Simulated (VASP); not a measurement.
# BP (F-43m) in VASP: notebook

Runs on BP. Level: PBEsol. Tasks: single point.

Everything below comes from runs of VASP 6.6.1. Logs are shortened: lines on timing, memory, paths and dates and some standing lists are left out, and cuts for length are marked.

## Step 1: The cell of the first run

Symmetry: F-43m, No. 216, cubic system. Conventional cell: a = 4.445 Å, b = 4.445 Å, c = 4.445 Å, α = 90.00°, β = 90.00°, γ = 90.00°. B (site symmetry -43m) has 4 P at 1.92 Å within 2.6 Å. Within 2.6 Å of P (site symmetry -43m) lie 4 B at 1.92 Å.

## Step 2: Single point, PBEsol

The input, INCAR:

```
SYSTEM = BP
ALGO = Normal ; EDIFF = 1E-6
ENCUT = 520 ; GGA = PS
ISIF = 2 ; ISMEAR = 0
LASPH = .True. ; LCHARG = .False.
LREAL = .False. ; LWAVE = .False.
NBANDS = 11 ; NELM = 60
PREC = Accurate ; SIGMA = 0.01
```

The input, KPOINTS:

```
k-points
0
Gamma
  8 8 8
  0 0 0
```

The input, POSCAR:

```
BP
1.0
    0.0000000000      2.2226808807      2.2226808807
    2.2226808807      0.0000000000      2.2226808807
    2.2226808807      2.2226808807      0.0000000000
B P
1 1
Direct
    0.0000000000      0.0000000000      0.0000000000
    0.2500000000      0.2500000000      0.2500000000
```

Potentials or basis: VASP PAW PBE potentials, release 64 (B, P).

Run with:

```bash
cat potpaw_PBE.64/B/POTCAR potpaw_PBE.64/P/POTCAR > POTCAR
mpirun -np 1 vasp_std > vasp.out
```

OUTCAR:

```text
SYSTEM = BP
   EDIFF = 1E-6
   ENCUT = 520
   GGA = PS
   ISIF = 2
   ISMEAR = 0
   LASPH = .True.
   LREAL = .False.
   NELM = 60
   PREC = Accurate

 ion  position               nearest neighbor table
   1  0.000  0.000  0.000-   2 1.92   2 1.92   2 1.92   2 1.92
   2  0.250  0.250  0.250-   1 1.92   1 1.92   1 1.92   1 1.92

  LATTYP: Found a face centered cubic cell.
 ALAT       =     4.4453617614

  Lattice vectors:

 A1 = (   0.0000000000,   2.2226808807,   2.2226808807)
 A2 = (   2.2226808807,   0.0000000000,   2.2226808807)
 A3 = (   2.2226808807,   2.2226808807,   0.0000000000)

Analysis of symmetry for initial positions (statically):
=====================================================================
 Subroutine PRICEL returns:
 Original cell was already a primitive cell.

 Routine SETGRP: Setting up the symmetry group for a
 face centered cubic supercell.

 Subroutine GETGRP returns: Found 24 space group operations
 (whereof 24 operations were pure point group operations)
 out of a pool of 48 trial point group operations.

The static configuration has the point symmetry T_d .

Analysis of symmetry for dynamics (positions and initial velocities):
=====================================================================
 Subroutine PRICEL returns:
 Original cell was already a primitive cell.

 Routine SETGRP: Setting up the symmetry group for a
 face centered cubic supercell.

 Subroutine GETGRP returns: Found 24 space group operations
 (whereof 24 operations were pure point group operations)
 out of a pool of 48 trial point group operations.

The dynamic configuration has the point symmetry T_d .

 Subroutine INISYM returns: Found 24 space group operations
 (whereof 24 operations are pure point group operations),
 and found     1 'primitive' translations

----------------------------------------------------------------------------------------

                                     Primitive cell

  volume of cell :      21.9615

  direct lattice vectors                    reciprocal lattice vectors
     0.000000000  2.222680881  2.222680881    -0.224953570  0.224953570  0.224953570
     2.222680881  0.000000000  2.222680881     0.224953570 -0.224953570  0.224953570
     2.222680881  2.222680881  0.000000000     0.224953570  0.224953570 -0.224953570

  length of vectors
     3.143345446  3.143345446  3.143345446     0.389631013  0.389631013  0.389631013

  position of ions in fractional coordinates (direct lattice)
     0.000000000  0.000000000  0.000000000
     0.250000000  0.250000000  0.250000000

[... 85 lines left out ...]
   TEBEG  =    0.0;   TEEND  =   0.0 temperature during run
   PSTRESS=    0.0 pullay stress
   NELECT =       8.0000    total number of electrons
   NUPDOWN=      -1.0000    fix difference up-down
   EMIN   =  10.00;   EMAX   =-10.00  energy-range for DOS
   EFERMI =   0.00;   METHOD = LEGACY
   ISMEAR =     0;   SIGMA  =   0.01  broadening in eV -4-tet -1-fermi 0-gaus
   EFERMI_NEDOS =   21; number of points for ismear=-14 and -15
   IALGO  =     38    algorithm
   IMIX   =      4    mixing-type and parameters
     AMIX     =   0.40;   BMIX     =  1.00
     AMIX_MAG =   1.60;   BMIX_MAG =  1.00
  volume/ion in A,a.u.               =      10.98        74.10
  Fermi-wavevector in a.u.,A,eV,Ry     =   1.169188  2.209445 18.599175  1.367001
  Thomas-Fermi vector in A             =   2.305664
   LORBIT       =      0    0 simple, 1 ext, 2 COOP (PROOUT), +10 PAW based schemes
   GGA     = PS    functional components
   LHFCALC =     F    Hartree Fock is set to
   AEXX    =    0.0000 exact exchange contribution
   IVDW    =     0    specifies the selected vdW correction
   LEPSILON=     F    determine dielectric tensor
   LRPA    =     F    only Hartree local field effects (RPA)
 non-spin polarized calculation
 Gauss-broadening in eV      SIGMA  =   0.01
  energy-cutoff  :      520.00
  volume of cell :       21.96
 maximum number of plane-waves:       609
   NGX = 11   NGY = 11   NGZ = 11

 number of electron       8.0000000 magnetization

 Free energy of the ion-electron system (eV)
  ---------------------------------------------------
  ext. energy  EPLUGINS =         0.00000000
  ---------------------------------------------------
  free energy    TOTEN  =       -13.63864109 eV

  energy without entropy =      -13.63864109  energy(sigma->0) =      -13.63864109

 E-fermi :   8.2541     XC(G=0): -11.3077

 val. band max:        8.1532035085   @ k =   0.0000   0.0000   0.0000
 cond. band min:       9.2435722277   @ k =   0.3750   0.3750   0.0000
 fundamental gap:      1.0903687192
 Fermi energy:         8.2541416277

 k-point     1 :       0.0000    0.0000    0.0000
  band No.  band energies     occupation
      1      -7.9079      2.00000
      2       8.1532      2.00000
      3       8.1532      2.00000
      4       8.1532      2.00000
      5      11.6090      0.00000
      6      11.6090      0.00000
      7      11.6090      0.00000
      8      16.4493      0.00000
      9      19.8367      0.00000
     10      20.4606      0.00000
     11      20.4606      0.00000
[... 309 lines left out ...]
 k-point    24 :      -0.3750    0.2500    0.1250
  band No.  band energies     occupation
      1      -3.6150      2.00000
      2      -0.7430      2.00000
      3       3.4044      2.00000
      4       4.8186      2.00000
      5      12.2528      0.00000
      6      13.5040      0.00000
      7      16.8286      0.00000
      8      18.2670      0.00000
      9      18.8157      0.00000
     10      22.9509      0.00000
     11      25.3297      0.00000

 [... further k-points ...]

------------------------ aborting loop because EDIFF is reached ----------------------------------------

  FORCE on cell =-STRESS in cart. coord.  units (eV):
  Direction    XX          YY          ZZ          XY          YZ          ZX
  --------------------------------------------------------------------------------------
  -------------------------------------------------------------------------------------
  Total        1.2947653      1.2947653      1.2947653     -0.0000000      0.0000000      0.0000000
  in kB       94.4583348     94.4583348     94.4583348     -0.0000000      0.0000000      0.0000000
  external PRESSURE =      94.4583348 kB  Pullay stress =       0.0000000 kB

 VOLUME and BASIS-vectors are now :
 -----------------------------------------------------------------------------
  energy-cutoff  :      520.00
  volume of cell :       21.96
      direct lattice vectors                 reciprocal lattice vectors
     0.000000000  2.222680881  2.222680881    -0.224953570  0.224953570  0.224953570
     2.222680881  0.000000000  2.222680881     0.224953570 -0.224953570  0.224953570
     2.222680881  2.222680881  0.000000000     0.224953570  0.224953570 -0.224953570

 POSITION                                       TOTAL-FORCE (eV/Angst)
 -----------------------------------------------------------------------------------
      0.00000      0.00000      0.00000         0.000000     -0.000000     -0.000000
      1.11134      1.11134      1.11134        -0.000000      0.000000      0.000000
 -----------------------------------------------------------------------------------
    total drift:                                0.000000      0.000000      0.000000

  FREE ENERGIE OF THE ION-ELECTRON SYSTEM (eV)
  ---------------------------------------------------
  free  energy   TOTEN  =       -13.6386410871 eV

  energy  without entropy=      -13.6386410871  energy(sigma->0) =      -13.63864109
```

OSZICAR:

```text
N       E                     dE             d eps       ncg     rms          rms(c)
DAV:   1     0.934298602141E+01    0.93430E+01   -0.38711E+03   638   0.656E+02
DAV:   2    -0.138816549139E+02   -0.23225E+02   -0.21999E+02   860   0.111E+02
DAV:   3    -0.144829927398E+02   -0.60134E+00   -0.59988E+00   804   0.153E+01
DAV:   4    -0.144852716646E+02   -0.22789E-02   -0.22787E-02   715   0.113E+00
DAV:   5    -0.144852827381E+02   -0.11073E-04   -0.11073E-04   781   0.762E-02    0.768E+00
DAV:   6    -0.137682314403E+02    0.71705E+00   -0.14665E+00   725   0.534E+00    0.410E+00
DAV:   7    -0.136483564615E+02    0.11987E+00   -0.30231E-01   780   0.271E+00    0.130E+00
DAV:   8    -0.136384467140E+02    0.99097E-02   -0.27871E-02   747   0.961E-01    0.184E-01
DAV:   9    -0.136385828708E+02   -0.13616E-03   -0.69543E-04   722   0.185E-01    0.116E-01
DAV:  10    -0.136386370603E+02   -0.54189E-04   -0.10163E-04   709   0.619E-02    0.218E-02
DAV:  11    -0.136386408040E+02   -0.37437E-05   -0.68537E-06   796   0.150E-02    0.288E-02
DAV:  12    -0.136386410871E+02   -0.28305E-06   -0.19267E-06   483   0.645E-03
   1 F= -.13638641E+02 E0= -.13638641E+02  d E =-.186663E-48
```

stdout:

```text
POSCAR found type information on POSCAR B P
 POSCAR found :  2 types and       2 ions
 scaLAPACK will be used
 -----------------------------------------------------------------------------
|                                                                             |
|                                                                             |
|     You enforced a specific xc type in the INCAR file but a different       |
|     I HOPE YOU KNOW WHAT YOU ARE DOING!                                     |
|                                                                             |
 -----------------------------------------------------------------------------

 LDA part: xc-table for (Slater+PW92), standard interpolation
 POSCAR, INCAR and KPOINTS ok, starting setup
 FFT: planning ... GRIDC
 FFT: planning ... GRID_SOFT
 FFT: planning ... GRID
 WAVECAR not read
 entering main loop
```

Run time: 4.6 s. Hardware: 1 thread of AMD EPYC 7R13 (Zen 3), shared host; peak memory 0.1 GiB.

Results:

```
Free energy            : -13.6386 eV
Pressure               : 9.4 GPa
Band gap on the k mesh : 1.09 eV, indirect (least direct gap 3.46 eV)
```

Caveat: the PAW data sets were made with another functional, which shifts forces and pressure a little.

## Step 3: Single point, PBEsol

This run uses another cell than the first one, of 11.33 Å³/atom, 1.032 times its volume.

The input, INCAR:

```
SYSTEM = BP
ALGO     = Normal         ! electronic algorithm
EDIFF    = 1E-6           ! SCF threshold, eV
ENCUT    = 520            ! plane-wave cutoff, eV
GGA      = PS             ! functional
ISIF     = 2              ! what is computed and relaxed
ISMEAR   = 0              ! smearing method
LASPH    = .TRUE.         ! aspherical terms in the spheres
LCHARG   = .FALSE.        ! write CHGCAR
LREAL    = .FALSE.        ! projectors in reciprocal space
LWAVE    = .FALSE.        ! write WAVECAR
NBANDS   = 11             ! bands
NELM     = 100            ! most SCF steps
PREC     = Accurate       ! precision mode
SIGMA    = 0.01           ! smearing width, eV
```

The input, KPOINTS:

```
k-points
0
G
  8 8 8
  0 0 0
```

The input, POSCAR:

```
BP
1.0
    0.0000000000      2.2460792410      2.2460792410
    2.2460792410      0.0000000000      2.2460792410
    2.2460792410      2.2460792410      0.0000000000
B P
1 1
Direct
    0.0000000000      0.0000000000      0.0000000000
    0.2500000000      0.2500000000      0.2500000000
```

Potentials or basis: VASP PAW PBE potentials, release 64 (B, P).

Run with:

```bash
cat potpaw_PBE.64/B/POTCAR potpaw_PBE.64/P/POTCAR > POTCAR
mpirun -np 1 vasp_std > vasp.out
```

Wall time 4.7 s (1 thread of AMD EPYC 7R13 (Zen 3), shared host); peak memory 0.1 GiB.

Results (log left out):

| Property | Result |
| --- | --- |
| Free energy | -13.6667 eV |
| Pressure | 3.4 GPa |
| Band gap on the k mesh | 1.13 eV, indirect (least direct gap 3.40 eV) |

Levels at points of the mesh, in eV from the valence-band top:
| k point | band 1 | band 2 | band 3 | band 4 | band 5 | band 6 | band 7 | band 8 | band 9 |
| --- | --- | --- | --- | --- | --- | --- | --- | --- | --- |
| (0.00, 0.00, 0.00) | -15.77 | 0.00 | 0.00 | 0.00 | 3.40 | 3.40 | 3.40 | 7.81 | 11.45 |
| (0.50, 0.00, 0.00) | -12.30 | -9.32 | -1.80 | -1.80 | 3.92 | 4.67 | 4.67 | 10.03 | 14.79 |
| (0.50, 0.50, 0.00) | -10.74 | -8.76 | -4.26 | -4.26 | 1.17 | 1.49 | 12.38 | 12.38 | 15.50 |

Caveat: the PAW data sets were made with another functional, which shifts forces and pressure a little.

## Step 4: Single point, PBEsol

This run uses another cell than the first one, of 11.68 Å³/atom, 1.064 times its volume.

The input, INCAR:

```
PREC = Accurate
ENCUT = 520
EDIFF = 1E-6
ISMEAR = 0
SIGMA = 0.01
LREAL = False
LASPH = True
NELM = 100
ALGO = Normal
ISIF = 2
LWAVE = False
LCHARG = False
GGA = PS
NBANDS = 11
```

The input, KPOINTS:

```
Automatic mesh
0
Gamma
  8 8 8
```

The input, POSCAR:

```
BP
1.0
    0.0000000000      2.2690000000      2.2690000000
    2.2690000000      0.0000000000      2.2690000000
    2.2690000000      2.2690000000      0.0000000000
B P
1 1
Direct
    0.0000000000      0.0000000000      0.0000000000
    0.2500000000      0.2500000000      0.2500000000
```

Run with:

```bash
cat potpaw_PBE.64/B/POTCAR potpaw_PBE.64/P/POTCAR > POTCAR
mpirun -np 1 vasp_std > vasp.out
```

Wall time 4.7 s (1 thread of AMD EPYC 7R13 (Zen 3), shared host); peak memory 0.1 GiB.

It converged, with:

| Quantity | Value |
| --- | --- |
| Free energy | -13.6702 eV |
| Pressure | -1.8 GPa |
| Band gap on the k mesh | 1.16 eV, indirect (least direct gap 3.36 eV) |

Levels at points of the mesh, in eV from the valence-band top:
```csv
k point,band 1,band 2,band 3,band 4,band 5,band 6,band 7,band 8,band 9
"(0.00, 0.00, 0.00)",-15.50,0.00,0.00,0.00,3.36,3.36,3.36,7.34,11.24
"(0.50, 0.00, 0.00)",-12.15,-9.10,-1.77,-1.77,3.73,4.65,4.65,9.93,14.59
"(0.50, 0.50, 0.00)",-10.62,-8.60,-4.15,-4.15,1.23,1.52,12.10,12.10,15.13
```

Caveat: the PAW data sets were made with another functional, which shifts forces and pressure a little.

[end of part 1 of 2]
